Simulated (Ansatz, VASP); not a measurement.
# Two plane-wave programs on Pb

```
Pb
1.0
     0.00000    2.49141    2.49141
     2.49141    0.00000    2.49141
     2.49141    2.49141    0.00000
Pb
1
Direct
  0.00000 0.00000 0.00000
```

Alike in both runs: task single point; functional PBE; k mesh 9 × 9 × 9; occupations fermi-dirac, width 0.05 eV; non-collinear spin, spin-orbit coupling.

```csv
,VASP,Ansatz
version,VASP 6.6.1,Ansatz 0.2.0
potentials or method,"VASP PAW PBE potentials, release 64 (Pb_d)",Ansatz PAW
plane-wave cutoff (eV),520,420
valence electrons in the cell,14,14
```

```tsv
	VASP	Ansatz	Ansatz less VASP
pressure (GPa)	1.3	1.3	-0.04
net moment per atom (μB)	0.00	0.00	0.000
```
